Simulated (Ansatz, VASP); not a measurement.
**GaAs: VASP beside Ansatz**

```
Ga As
1.0
     0.00000    2.80142    2.80142
     2.80142    0.00000    2.80142
     2.80142    2.80142    0.00000
Ga As
1 1
Cartesian
  0.0000 0.0000 0.0000
  4.2021 4.2021 4.2021
```

Alike in both runs: functional LDA; k mesh 10 × 10 × 10; occupations fermi-dirac, width 0.1 eV; no spin polarisation.

Ansatz relaxed the structure, and its values are those at the end. VASP's run is a single point on that final structure, the one shown.

```csv
,VASP,Ansatz
version,VASP 6.6.1,Ansatz 0.2.0
potentials or method,"VASP PAW LDA potentials, release 64 (Ga_d, As)","PAW with Ansatz's default frozen-core files, scalar-relativistic"
plane-wave cutoff (eV),520,420
valence electrons in the cell,18,28
```

Ansatz gave:

```
pressure (GPa) : 0.0
```

Q: Estimate VASP's values.

A: Pressure (GPa): 0.3.

LDA's correlation is that of Perdew and Zunger in VASP and of Perdew and Wang (1992) in Ansatz. VASP's potentials hold 18 valence electrons a cell and Ansatz's 28, so a difference there can come from the potentials and not from the codes.
